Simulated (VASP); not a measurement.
InAs: relaxation of cell and atoms with PBE

Crystal: InAs.

```
In As
1.0
     0.00000    3.09378    3.09378
     3.09378    0.00000    3.09378
     3.09378    3.09378    0.00000
In As
1 1
Direct
  0.00000 0.00000 0.00000
  0.75000 0.75000 0.75000
```

- Program: VASP 6.6.1
- Task: relaxation of cell and atoms
- Functional: PBE
- Potentials or basis: VASP PAW PBE potentials, release 64 (In_d, As)
- Cutoff: 600 eV
- k mesh: 12 × 12 × 12
- Occupations: fermi-dirac, width 0.15 eV
- Spin: no spin polarisation
- Target pressure: 6 GPa
- Dipole correction: no
- Further INCAR settings: ALGO = Normal; EDIFF = 1e-06; IBRION = 2; EDIFFG = -0.001; NSW = 80; ISIF = 3

```yaml
Relaxed_volume: 26.88 Å³/atom
Relaxed_cell: a = 4.236 Å, b = 4.236 Å, c = 4.236 Å, α = 60.00°, β = 60.00°, γ = 60.00°
Space_group_after_relaxing_to_0.1_Å: F-43m (No. 216)
Energy_change_on_relaxing_the_run_minimises_the_enthalpy: +47.1 meV/atom
Ionic_steps: 8
Pressure_after_relaxing: 6.0 GPa
Band_gap_on_the_k_mesh: zero (filled and empty bands touch)
```

Step by step:
| step | energy change (eV) | largest force (eV/Å) | pressure (GPa) | volume (Å³) |
| --- | --- | --- | --- | --- |
| 1 | 0.0000 | 0.0000 | 0.06 | 59.22 |
| 2 | 0.2820 | 0.0000 | 11.76 | 50.30 |
| 3 | 0.0932 | 0.0000 | 5.94 | 53.78 |
| 4 | 0.0972 | 0.0000 | 6.11 | 53.68 |
| 5 | 0.0922 | 0.0000 | 5.93 | 53.81 |
| 6 | 0.0945 | 0.0000 | 6.02 | 53.75 |
| 7 | 0.0940 | 0.0000 | 5.99 | 53.76 |
| 8 | 0.0942 | 0.0000 | 6.00 | 53.76 |

Final structure:
```yaml
crystal:
  lattice:
    - [0.00000, 2.99551, 2.99551]
    - [2.99551, 0.00000, 2.99551]
    - [2.99551, 2.99551, 0.00000]
  atoms:
    - { symbol: In, position: [0.00000, 0.00000, 0.00000] }
    - { symbol: As, position: [0.75000, 0.75000, 0.75000] }
```

Levels at points of the mesh, in eV from the Fermi level:
```csv
k point,band 6,band 7,band 8,band 9,band 10,band 11,band 12,band 13
"(0.00, 0.00, 0.00)",-12.47,-0.48,-0.43,-0.43,-0.43,3.49,3.49,3.49
"(0.50, 0.00, 0.00)",-10.91,-6.33,-1.46,-1.46,0.59,4.27,4.27,6.46
"(0.50, 0.50, 0.00)",-10.34,-6.39,-2.84,-2.84,1.07,1.64,8.94,9.04
```

Wall time 8.5 min on 1 thread of Intel Xeon 8259CL, on a shared host, peak memory 0.27 GiB.

Caveat: the cell is relaxed towards a set pressure, so the run minimises the enthalpy, not the energy; semilocal functionals underestimate gaps, and a narrow one can read as zero; spin-orbit coupling is left out, which moves the levels of the heavy elements.
